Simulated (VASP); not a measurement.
**Os: relaxation of cell and atoms with LDA**

Os:

```xyz
1
Lattice="0.0000 1.9012 1.9012 1.9012 0.0000 1.9012 1.9012 1.9012 0.0000" Properties=species:S:1:pos:R:3 pbc="T T T"
Os    0.0000    0.0000    0.0000
```

This isn't the form of Os at room conditions, which is hcp.

| Quantity | Value |
| --- | --- |
| Program | VASP 6.6.1 |
| Task | relaxation of cell and atoms |
| Functional | LDA |
| Potentials or basis | VASP PAW LDA potentials, release 64 (Os) |
| Cutoff | 600 eV |
| k mesh | 21 × 21 × 21 |
| Occupations | fermi-dirac, width 0.05 eV |
| Spin | no spin polarisation |
| Dipole correction | no |
| Further INCAR settings | ALGO = Normal; EDIFF = 1e-06; IBRION = 2; EDIFFG = -0.01; NSW = 60; ISIF = 3 |

* Relaxed volume: 13.78 Å³/atom
* Relaxed cell: a = 2.691 Å, b = 2.691 Å, c = 2.691 Å, α = 60.00°, β = 60.00°, γ = 60.00°
* Space group after relaxing (to 0.1 Å): Fm-3m (No. 225)
* Energy gained by relaxing: 0.2 meV/atom
* Ionic steps: 3
* Pressure after relaxing: 0.0 GPa
* Band gap on the k mesh: zero (bands 4 and 5 overlap by 4.20 eV)

Step by step:
```csv
step,energy change (eV),largest force (eV/Å),pressure (GPa),volume (Å³)
1,0.0000,0.0000,1.30,13.74
2,0.0032,0.0000,-5.72,13.97
3,-0.0002,0.0000,-0.01,13.78
```

Final structure:
```yaml
crystal:
  lattice:
    - [0.00000, 1.90306, 1.90306]
    - [1.90306, 0.00000, 1.90306]
    - [1.90306, 1.90306, 0.00000]
  atoms:
    - { symbol: Os, position: [0.00000, 0.00000, 0.00000] }
```

Levels at points of the mesh, in eV from the Fermi level:
| k point | band 2 | band 3 | band 4 | band 5 | band 6 | band 7 |
| --- | --- | --- | --- | --- | --- | --- |
| (0.00, 0.00, 0.00) | -3.06 | -3.06 | -3.06 | 0.07 | 0.07 | 14.34 |

It took 25 s on 1 thread of Intel(R) Xeon(R) 6975P-C (Granite Rapids) (shared host), peak memory 0.16 GiB.

Caveat: spin-orbit coupling is left out, which moves the levels of the heavy elements.
